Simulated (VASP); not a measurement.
# CsPbCl3 (Pm-3m) in VASP: settings compared

CsPbCl3 is run at these levels: PBE, r2SCAN, PBEsol, LDA; tasks: single point, relaxation of cell and atoms.

All numbers are computed with VASP 6.6.1; they aren't measurements. Logs are shortened: lines on timing, memory, paths and dates and some standing lists are left out, and cuts for length are marked.

## 1. The cell of the first run

The structure is cubic, space group Pm-3m (No. 221). The conventional cell has a = 5.740 Å, b = 5.740 Å, c = 5.740 Å, α = 90.00°, β = 90.00°, γ = 90.00°. Within 5.3 Å of Cs (site symmetry m-3m) lie 12 Cl at 4.06 Å and 8 Pb at 4.97 Å. Pb (site symmetry m-3m) has 6 Cl at 2.87 Å within 3.8 Å. Cl (site symmetry 4/mmm) has 2 Pb at 2.87 Å within 3.8 Å.

## 2. Single point, PBE

The input, INCAR:

```
SYSTEM = CsPbCl3
PREC     = Accurate       ! precision mode
ENCUT    = 520            ! plane-wave cutoff, eV
EDIFF    = 1E-6           ! SCF threshold, eV
ISMEAR   = -1             ! smearing method
SIGMA    = 0.02           ! smearing width, eV
LREAL    = .FALSE.        ! projectors in reciprocal space
LASPH    = .TRUE.         ! aspherical terms in the spheres
NELM     = 60             ! most SCF steps
ALGO     = Normal         ! electronic algorithm
ISIF     = 2              ! what is computed and relaxed
LWAVE    = .FALSE.        ! write WAVECAR
LCHARG   = .FALSE.        ! write CHGCAR
GGA      = PE             ! functional
NBANDS   = 30             ! bands
```

The input, KPOINTS:

```
Automatic mesh
0
G
  4 4 4
  0 0 0
```

The input, POSCAR:

```
CsPbCl3
1.0
    5.7402637503      0.0000000000      0.0000000000
    0.0000000000      5.7402637503      0.0000000000
    0.0000000000      0.0000000000      5.7402637503
Cs Pb Cl
1 1 3
Direct
    0.0000000000      0.0000000000      0.0000000000
    0.5000000000      0.5000000000      0.5000000000
    0.5000000000      0.5000000000      0.0000000000
    0.0000000000      0.5000000000      0.5000000000
    0.5000000000      0.0000000000      0.5000000000
```

Potentials or basis: VASP PAW PBE potentials, release 64 (Cs_sv, Pb_d, Cl).

The run is started by

```console
cat potpaw_PBE.64/Cs_sv/POTCAR potpaw_PBE.64/Pb_d/POTCAR potpaw_PBE.64/Cl/POTCAR > POTCAR
mpirun -np 1 vasp_std > vasp.out
```

OUTCAR:

```text
SYSTEM = CsPbCl3
   PREC = Accurate
   ENCUT = 520
   EDIFF = 1E-6
   ISMEAR = -1
   LREAL = .FALSE.
   LASPH = .TRUE.
   NELM = 60
   ISIF = 2
   GGA = PE

 ion  position               nearest neighbor table
   1  0.000  0.000  0.000-
   2  0.500  0.500  0.500-   3 2.87   4 2.87   5 2.87   3 2.87   5 2.87   4 2.87
   3  0.500  0.500  0.000-   2 2.87   2 2.87
   4  0.000  0.500  0.500-   2 2.87   2 2.87
   5  0.500  0.000  0.500-   2 2.87   2 2.87

  LATTYP: Found a simple cubic cell.
 ALAT       =     5.7402637503

  Lattice vectors:

 A1 = (   5.7402637503,   0.0000000000,   0.0000000000)
 A2 = (   0.0000000000,   5.7402637503,   0.0000000000)
 A3 = (   0.0000000000,   0.0000000000,   5.7402637503)

Analysis of symmetry for initial positions (statically):
=====================================================================
 Subroutine PRICEL returns:
 Original cell was already a primitive cell.

 Routine SETGRP: Setting up the symmetry group for a
 simple cubic supercell.

 Subroutine GETGRP returns: Found 48 space group operations
 (whereof 48 operations were pure point group operations)
 out of a pool of 48 trial point group operations.

The static configuration has the point symmetry O_h .

Analysis of symmetry for dynamics (positions and initial velocities):
=====================================================================
 Subroutine PRICEL returns:
 Original cell was already a primitive cell.

 Routine SETGRP: Setting up the symmetry group for a
 simple cubic supercell.

 Subroutine GETGRP returns: Found 48 space group operations
 (whereof 48 operations were pure point group operations)
 out of a pool of 48 trial point group operations.

The dynamic configuration has the point symmetry O_h .

 Subroutine INISYM returns: Found 48 space group operations
 (whereof 48 operations are pure point group operations),
 and found     1 'primitive' translations

----------------------------------------------------------------------------------------

                                     Primitive cell

  volume of cell :     189.1453

  direct lattice vectors                    reciprocal lattice vectors
     5.740263750  0.000000000  0.000000000     0.174208023  0.000000000  0.000000000
     0.000000000  5.740263750  0.000000000     0.000000000  0.174208023  0.000000000
     0.000000000  0.000000000  5.740263750     0.000000000  0.000000000  0.174208023

  length of vectors
     5.740263750  5.740263750  5.740263750     0.174208023  0.174208023  0.174208023

  position of ions in fractional coordinates (direct lattice)
     0.000000000  0.000000000  0.000000000
     0.500000000  0.500000000  0.500000000
     0.500000000  0.500000000  0.000000000
     0.000000000  0.500000000  0.500000000
     0.500000000  0.000000000  0.500000000

  ion indices of the primitive-cell ions
   primitive index   ion index
                 1           1
                 2           2
                 3           3
                 4           4
                 5           5

----------------------------------------------------------------------------------------

 KPOINTS: Automatic mesh

Automatic generation of k-mesh.
 Grid dimensions read from file:
 generate k-points for:    4    4    4

 Generating k-lattice:

  Cartesian coordinates                     Fractional coordinates (reciprocal lattice)
     0.043552006  0.000000000  0.000000000     0.250000000  0.000000000  0.000000000
     0.000000000  0.043552006  0.000000000     0.000000000  0.250000000  0.000000000
     0.000000000  0.000000000  0.043552006     0.000000000  0.000000000  0.250000000

  Length of vectors
     0.043552006  0.043552006  0.043552006

  Shift w.r.t. Gamma in fractional coordinates (k-lattice)
     0.000000000  0.000000000  0.000000000

 Subroutine IBZKPT returns following result:
 ===========================================

 Found     10 irreducible k-points:

 Following reciprocal coordinates:
            Coordinates               Weight
  0.000000  0.000000  0.000000      1.000000
  0.250000  0.000000  0.000000      6.000000
  0.500000  0.000000  0.000000      3.000000
  0.250000  0.250000  0.000000     12.000000
  0.500000  0.250000  0.000000     12.000000
  0.500000  0.500000  0.000000      3.000000
  0.250000  0.250000  0.250000      8.000000
  0.500000  0.250000  0.250000     12.000000
  0.500000  0.500000  0.250000      6.000000
  0.500000  0.500000  0.500000      1.000000
   k-points           NKPTS =     10   k-points in BZ     NKDIM =     10   number of bands    NBANDS=     30
   number of dos      NEDOS =    301   number of ions     NIONS =      5
   total plane-waves  NPLWV = 110592
   dimension x,y,z NGX =    48 NGY =   48 NGZ =   48
   dimension x,y,z NGXF=    96 NGYF=   96 NGZF=   96
   ions per type =               1   1   3
   NGX,Y,Z   is equivalent  to a cutoff of  13.90, 13.90, 13.90 a.u.
   NGXF,Y,Z  is equivalent  to a cutoff of  27.80, 27.80, 27.80 a.u.
 SYSTEM =  CsPbCl3
   PREC   = accura    normal or accurate (medium, high low for compatibility)
   ISTART =      0    job   : 0-new  1-cont  2-samecut
   ICHARG =      2    charge: 1-file 2-atom 10-const
   ISPIN  =      1    spin polarized calculation?
   LNONCOLLINEAR =      F non collinear calculations
   LSORBIT =      F    spin-orbit coupling
   LASPH  =      T    aspherical Exc in radial PAW
   ENCUT  =  520.0 eV  38.22 Ry    6.18 a.u.  10.67 10.67 10.67*2*pi/ulx,y,z
   NELM   =     60;   NELMIN=  2; NELMDL= -5     # of ELM steps
   EDIFF  = 0.1E-05   stopping-criterion for ELM
   LREAL  =      F    real-space projection
   EDIFFG = 0.1E-04   stopping-criterion for IOM
   NSW    =      0    number of steps for IOM
   IBRION =     -1    ionic relax: 0-MD 1-quasi-New 2-CG
   NFREE  =      0    steps in history (QN), initial steepest desc. (CG)
   ISIF   =      2    stress and relaxation
   ISYM   =      2    0-nonsym 1-usesym 2-fastsym
   POTIM  = 0.5000    time-step for ionic-motion
   TEBEG  =    0.0;   TEEND  =   0.0 temperature during run
   PSTRESS=    0.0 pullay stress
   NELECT =      44.0000    total number of electrons
   NUPDOWN=      -1.0000    fix difference up-down
   EMIN   =  10.00;   EMAX   =-10.00  energy-range for DOS
   EFERMI =   0.00;   METHOD = LEGACY
   ISMEAR =    -1;   SIGMA  =   0.02  broadening in eV -4-tet -1-fermi 0-gaus
   EFERMI_NEDOS =   21; number of points for ismear=-14 and -15
   IALGO  =     38    algorithm
   IMIX   =      4    mixing-type and parameters
     AMIX     =   0.40;   BMIX     =  1.00
     AMIX_MAG =   1.60;   BMIX_MAG =  1.00
  volume/ion in A,a.u.               =      37.83       255.28
  Fermi-wavevector in a.u.,A,eV,Ry     =   1.006840  1.902652 13.792595  1.013727
  Thomas-Fermi vector in A             =   2.139608
   LORBIT       =      0    0 simple, 1 ext, 2 COOP (PROOUT), +10 PAW based schemes
   GGA     = PE    functional components
   LHFCALC =     F    Hartree Fock is set to
   AEXX    =    0.0000 exact exchange contribution
   IVDW    =     0    specifies the selected vdW correction
   LEPSILON=     F    determine dielectric tensor
   LRPA    =     F    only Hartree local field effects (RPA)
 non-spin polarized calculation
  energy-cutoff  :      520.00
  volume of cell :      189.15
 maximum number of plane-waves:      5112
 NGX is ok and might be reduce to    48
   NGX = 21   NGY = 21   NGZ = 21

 number of electron      44.0000012 magnetization

 Free energy of the ion-electron system (eV)
  ---------------------------------------------------
  ext. energy  EPLUGINS =         0.00000000
  ---------------------------------------------------
  free energy    TOTEN  =       -17.54956549 eV

  energy without entropy =      -17.54956549  energy(sigma->0) =      -17.54956549

 E-fermi :   1.4067     XC(G=0):  -7.5179

 val. band max:        0.9282160779   @ k =   0.5000   0.5000   0.5000
 cond. band min:       3.1501660453   @ k =   0.5000   0.5000   0.5000
 fundamental gap:      2.2219499674
 Fermi energy:         1.4066546062

 k-point     1 :       0.0000    0.0000    0.0000
  band No.  band energies     occupation
      1     -20.0920      2.00000
      2     -15.5769      2.00000
      3     -15.5769      2.00000
      4     -15.4223      2.00000
      5     -15.4223      2.00000
      6     -15.4223      2.00000
[... 22 lines left out ...]
     29       6.9736      0.00000
     30       6.9736      0.00000

 k-point     2 :       0.2500    0.0000    0.0000
  band No.  band energies     occupation
      1     -20.0913      2.00000
      2     -15.5768      2.00000
      3     -15.5426      2.00000
      4     -15.4228      2.00000
      5     -15.4228      2.00000
      6     -15.4223      2.00000
[... 22 lines left out ...]
     29       6.7657      0.00000
     30       7.3654      0.00000

 k-point     3 :       0.5000    0.0000    0.0000
  band No.  band energies     occupation
      1     -20.0906      2.00000
      2     -15.5768      2.00000
      3     -15.5074      2.00000
      4     -15.4232      2.00000
      5     -15.4232      2.00000
      6     -15.4222      2.00000
[... 22 lines left out ...]
     29       7.0543      0.00000
     30       8.0455      0.00000

 k-point     4 :       0.2500    0.2500    0.0000
  band No.  band energies     occupation
      1     -20.0906      2.00000
      2     -15.5602      2.00000
      3     -15.5238      2.00000
      4     -15.4232      2.00000
      5     -15.4227      2.00000
      6     -15.4227      2.00000
[... 22 lines left out ...]
     29       7.0117      0.00000
     30       7.4769      0.00000

 k-point     5 :       0.5000    0.2500    0.0000
  band No.  band energies     occupation
      1     -20.0900      2.00000
      2     -15.5557      2.00000
      3     -15.4917      2.00000
      4     -15.4237      2.00000
      5     -15.4232      2.00000
      6     -15.4227      2.00000
[... 22 lines left out ...]
     29       7.2563      0.00000
     30       7.5699      0.00000

 k-point     6 :       0.5000    0.5000    0.0000
  band No.  band energies     occupation
      1     -20.0894      2.00000
      2     -15.5440      2.00000
      3     -15.4653      2.00000
      4     -15.4242      2.00000
      5     -15.4232      2.00000
      6     -15.4232      2.00000
[... 22 lines left out ...]
     29       7.4773      0.00000
     30       7.4774      0.00000

 k-point     7 :       0.2500    0.2500    0.2500
  band No.  band energies     occupation
      1     -20.0901      2.00000
      2     -15.5238      2.00000
      3     -15.5238      2.00000
      4     -15.4232      2.00000
      5     -15.4232      2.00000
      6     -15.4232      2.00000
[... 22 lines left out ...]
     29       7.3862      0.00000
     30       7.3863      0.00000

 k-point     8 :       0.5000    0.2500    0.2500
  band No.  band energies     occupation
      1     -20.0895      2.00000
      2     -15.5237      2.00000
      3     -15.4861      2.00000
      4     -15.4237      2.00000
      5     -15.4237      2.00000
      6     -15.4232      2.00000
[... 22 lines left out ...]
     29       7.3462      0.00000
     30       7.3729      0.00000

 k-point     9 :       0.5000    0.5000    0.2500
  band No.  band energies     occupation
      1     -20.0889      2.00000
      2     -15.5055      2.00000
      3     -15.4652      2.00000
      4     -15.4242      2.00000
      5     -15.4237      2.00000
      6     -15.4237      2.00000
[... 22 lines left out ...]
     29       7.0668      0.00000
     30       7.4615      0.00000

 k-point    10 :       0.5000    0.5000    0.5000
  band No.  band energies     occupation
      1     -20.0884      2.00000
      2     -15.4652      2.00000
      3     -15.4652      2.00000
      4     -15.4242      2.00000
      5     -15.4242      2.00000
      6     -15.4242      2.00000
[... 22 lines left out ...]
     29       6.8431      0.00000
     30       7.9815      0.00000

------------------------ aborting loop because EDIFF is reached ----------------------------------------

  FORCE on cell =-STRESS in cart. coord.  units (eV):
  Direction    XX          YY          ZZ          XY          YZ          ZX
  --------------------------------------------------------------------------------------
  -------------------------------------------------------------------------------------
  Total       -0.0512671     -0.0512671     -0.0512671      0.0000000      0.0000000      0.0000000
  in kB       -0.4342636     -0.4342636     -0.4342636      0.0000000      0.0000000      0.0000000
  external PRESSURE =      -0.4342636 kB  Pullay stress =       0.0000000 kB

 VOLUME and BASIS-vectors are now :
 -----------------------------------------------------------------------------
  energy-cutoff  :      520.00
  volume of cell :      189.15
      direct lattice vectors                 reciprocal lattice vectors
     5.740263750  0.000000000  0.000000000     0.174208023  0.000000000  0.000000000
     0.000000000  5.740263750  0.000000000     0.000000000  0.174208023  0.000000000
     0.000000000  0.000000000  5.740263750     0.000000000  0.000000000  0.174208023

 POSITION                                       TOTAL-FORCE (eV/Angst)
 -----------------------------------------------------------------------------------
      0.00000      0.00000      0.00000         0.000000      0.000000      0.000000
      2.87013      2.87013      2.87013         0.000000      0.000000      0.000000
      2.87013      2.87013      0.00000         0.000000      0.000000      0.000000
      0.00000      2.87013      2.87013         0.000000      0.000000      0.000000
      2.87013      0.00000      2.87013         0.000000      0.000000      0.000000
 -----------------------------------------------------------------------------------
    total drift:                                0.000000     -0.000000     -0.000000

  FREE ENERGIE OF THE ION-ELECTRON SYSTEM (eV)
  ---------------------------------------------------
  free  energy   TOTEN  =       -17.5495654887 eV

  energy  without entropy=      -17.5495654887  energy(sigma->0) =      -17.54956549
```

Wall time 24 s (1 thread of Intel Xeon 6975P-C (Granite Rapids), shared host); peak memory 0.34 GiB.

Results:

```yaml
Free_energy: -17.5496 eV
Pressure: 0.0 GPa
Band_gap_on_the_k_mesh: 2.22 eV
```

Levels at points of the mesh, in eV from the valence-band top:
| k point | band 20 | band 21 | band 22 | band 23 | band 24 | band 25 |
| --- | --- | --- | --- | --- | --- | --- |
| (0.00, 0.00, 0.00) | -2.02 | -2.02 | -2.02 | 3.68 | 4.77 | 4.77 |
| (0.50, 0.00, 0.00) | -2.10 | -2.10 | -1.42 | 3.15 | 5.00 | 5.40 |
| (0.50, 0.50, 0.00) | -2.26 | -1.73 | -0.69 | 2.73 | 2.73 | 5.04 |
| (0.50, 0.50, 0.50) | -1.73 | -1.73 | 0.00 | 2.22 | 2.22 | 2.22 |

Caveat: spin-orbit coupling is left out, which moves the levels of the heavy elements. As with any semilocal functional, this PBE gap is likely too small.

## 3. Single point, r2SCAN

This run uses another cell than the first one, of 36.59 Å³/atom.

Changes to POSCAR since step 2:

```diff
@@ -2,5 +2,5 @@
 1.0
-    5.7402637503      0.0000000000      0.0000000000
-    0.0000000000      5.7402637503      0.0000000000
-    0.0000000000      0.0000000000      5.7402637503
+    5.6767295250      0.0000000000      0.0000000000
+    0.0000000000      5.6767295250      0.0000000000
+    0.0000000000      0.0000000000      5.6767295250
 Cs Pb Cl
```

The input, INCAR.step1:

```
PREC = Accurate
ENCUT = 520
ISMEAR = -1
SIGMA = 0.02
LREAL = False
LASPH = True
NELM = 60
NBANDS = 30
GGA = PE
ALGO = Normal
EDIFF = 1E-4
LWAVE = True
LCHARG = False
```

The input, INCAR.step2:

```
PREC = Accurate
ENCUT = 520
EDIFF = 1E-6
ISMEAR = -1
SIGMA = 0.02
LREAL = False
LASPH = True
NELM = 60
ALGO = Normal
ISIF = 2
LWAVE = False
LCHARG = True
METAGGA = R2SCAN
LMIXTAU = True
LELF = True
LVHAR = True
NBANDS = 30
ISTART = 1
```

The input, KPOINTS:

```
Automatic mesh
0
Gamma
  4 4 4
```

Potentials or basis: VASP PAW PBE potentials, release 64 (Cs_sv, Pb_d, Cl).

The run is started by

```console
cat potpaw_PBE.64/Cs_sv/POTCAR potpaw_PBE.64/Pb_d/POTCAR potpaw_PBE.64/Cl/POTCAR > POTCAR
cp INCAR.step1 INCAR
mpirun -np 1 vasp_std > vasp.out
cp INCAR.step2 INCAR
mpirun -np 1 vasp_std > vasp.out
```

It took 84 s on 1 thread of Intel Xeon 6975P-C (Granite Rapids), shared host; peak memory 0.31 GiB.

The run converged. Its results:

```yaml
Free_energy: -108.1728 eV
Pressure: 0.0 GPa
Band_gap_on_the_k_mesh: 2.48 eV
```

Levels at points of the mesh, in eV from the valence-band top:
| k point | band 18 | band 19 | band 20 | band 21 | band 22 | band 23 | band 24 | band 25 | band 26 | band 27 |
| --- | --- | --- | --- | --- | --- | --- | --- | --- | --- | --- |
| (0.00, 0.00, 0.00) | -2.53 | -2.53 | -2.43 | -2.43 | -2.43 | 4.01 | 4.91 | 4.91 | 5.89 | 5.89 |
| (0.50, 0.00, 0.00) | -2.63 | -2.63 | -2.53 | -2.53 | -1.64 | 3.50 | 5.33 | 5.79 | 5.82 | 5.82 |
| (0.50, 0.50, 0.00) | -2.70 | -2.70 | -2.68 | -2.13 | -0.79 | 3.03 | 3.03 | 5.41 | 6.07 | 6.36 |
| (0.50, 0.50, 0.50) | -2.67 | -2.12 | -2.12 | -2.12 | 0.00 | 2.48 | 2.48 | 2.48 | 5.88 | 6.25 |

Caveat: the PAW data sets were made with another functional, which shifts forces and pressure a little; spin-orbit coupling is left out, which moves the levels of the heavy elements. A k mesh can miss the band edges.

## 4. Relaxation of cell and atoms, PBE

This run uses another cell than the first one, of 35.22 Å³/atom.

The input, INCAR:

```
PREC = Accurate ; ENCUT = 600
EDIFF = 1E-6 ; ISMEAR = -1
SIGMA = 0.02 ; LREAL = False
LASPH = True ; NELM = 80
ALGO = Normal ; ISIF = 3
LWAVE = False ; LCHARG = False
GGA = PE ; IBRION = 2
NSW = 80 ; EDIFFG = -0.005
```

KPOINTS is that of step 3.

Changes to POSCAR since step 3:

```diff
@@ -2,5 +2,5 @@
 1.0
-    5.6767295250      0.0000000000      0.0000000000
-    0.0000000000      5.6767295250      0.0000000000
-    0.0000000000      0.0000000000      5.6767295250
+    5.6050000000      0.0000000000      0.0000000000
+    0.0000000000      5.6050000000      0.0000000000
+    0.0000000000      0.0000000000      5.6050000000
 Cs Pb Cl
```

The run is started by

```console
cat potpaw_PBE.64/Cs_sv/POTCAR potpaw_PBE.64/Pb_d/POTCAR potpaw_PBE.64/Cl/POTCAR > POTCAR
mpirun -np 1 vasp_std > vasp.out
```

Run time: 63 s. Hardware: 1 thread of Intel Xeon 6975P-C (Granite Rapids), shared host; peak memory 0.36 GiB.

Results (log left out):

| Quantity | Value |
| --- | --- |
| Free energy | -17.5490 eV |
| Relaxed volume | 37.83 Å³/atom |
| Relaxed cell | a = 5.740 Å, b = 5.740 Å, c = 5.740 Å, α = 90.00°, β = 90.00°, γ = 90.00° |
| Space group after relaxing (to 0.1 Å) | Pm-3m (No. 221) |
| Energy gained by relaxing | 14.0 meV/atom |
| Ionic steps | 3 |
| Pressure after relaxing | 0.0 GPa |
| Band gap on the k mesh | 2.22 eV |

The path:
```
step  energy change (eV)  largest force (eV/Å)  pressure (GPa)  volume (Å³)
   1              0.0000                0.0000            1.85       176.09
   2             -0.0677                0.0000            0.29       186.65
   3             -0.0698                0.0000           -0.02       189.13
```

Final structure:
```
Cs Pb Cl
1.0
     5.74016    0.00000    0.00000
     0.00000    5.74016    0.00000
     0.00000    0.00000    5.74016
Cs Pb Cl
1 1 3
Direct
  0.00000 0.00000 0.00000
  0.50000 0.50000 0.50000
  0.50000 0.50000 0.00000
  0.00000 0.50000 0.50000
  0.50000 0.00000 0.50000
```

Levels at points of the mesh, in eV from the valence-band top:
| k point | band 20 | band 21 | band 22 | band 23 | band 24 | band 25 |
| --- | --- | --- | --- | --- | --- | --- |
| (0.00, 0.00, 0.00) | -2.02 | -2.02 | -2.02 | 3.68 | 4.77 | 4.77 |
| (0.50, 0.00, 0.00) | -2.10 | -2.10 | -1.42 | 3.15 | 5.00 | 5.40 |
| (0.50, 0.50, 0.00) | -2.26 | -1.73 | -0.69 | 2.73 | 2.73 | 5.04 |
| (0.50, 0.50, 0.50) | -1.73 | -1.73 | 0.00 | 2.22 | 2.22 | 2.22 |

Caveat: spin-orbit coupling is left out, which moves the levels of the heavy elements. Zero-point motion and thermal expansion aren't in these numbers.

(Part 1 of 2 ends here.)
